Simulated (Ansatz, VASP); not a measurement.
PbS: VASP beside Ansatz

INCAR

```
  ALGO = Normal
  EDIFF = 1E-7
  ENCUT = 520
  GGA = PS
  ISIF = 2
  ISMEAR = -1
  LASPH = True
  LCHARG = True
  LELF = True
  LREAL = False
  LVHAR = True
  LWAVE = False
  NBANDS = 28
  NELM = 80
  PREC = Accurate
  SIGMA = 0.02
```

File KPOINTS:

```
k-points
0
Gamma
  6 6 4
```

The input POSCAR:

```
PbS
1.0
    1.9859555113     -3.4427703075      0.0000000000
    1.9859555113      3.4427703075      0.0000000000
    0.0000000000      0.0000000000      7.2990463947
Pb S
2 2
Direct
    0.0010316600      0.9989683400      0.4867318100
    0.9989683400      0.0010316600      0.9867318100
    0.6671454800      0.3328545200      0.6924681900
    0.3328545200      0.6671454800      0.1924681900
```

Input for Ansatz:

```yaml
crystal:
  lattice:
    - [1.9859555112711715, -3.442770307501042, 0.0]
    - [1.9859555112711715, 3.442770307501042, 0.0]
    - [0.0, 0.0, 7.299046394675167]
  atoms:
    - { symbol: Pb, position: [0.00103166, 0.99896834, 0.48673181] }
    - { symbol: Pb, position: [0.99896834, 0.00103166, 0.98673181] }
    - { symbol: S, position: [0.66714548, 0.33285452, 0.69246819] }
    - { symbol: S, position: [0.33285452, 0.66714548, 0.19246819] }
basis:
  ecutwfc: 420.0
kpoints:
  mp_grid:
    grid: [6, 6, 4]
hamiltonian:
  xc: pbesol
scf:
  occupations:
    method: fermi_dirac
    width: 0.02
output:
  stress: true
```

Alike in both runs: task single point; functional PBEsol; k mesh 6 × 6 × 4; occupations fermi-dirac, width 0.02 eV; no spin polarisation.

|  | VASP | Ansatz |
| --- | --- | --- |
| version | VASP 6.6.1 | Ansatz 0.2.0 |
| potentials or method | VASP PAW PBE potentials, release 64 (Pb_d, S), cutoff 520 eV | plane waves, PAW |
| valence electrons in the cell | 40 | 40 |

|  | VASP | Ansatz | Ansatz less VASP |
| --- | --- | --- | --- |
| pressure (GPa) | 4.6 | 4.7 | +0.04 |
| traceless stress, the component that is largest in VASP (GPa) | 0.44 | 0.44 | -0.004 |

VASP's potentials were made for PBE, not for PBEsol.

Spin-orbit coupling is off throughout.
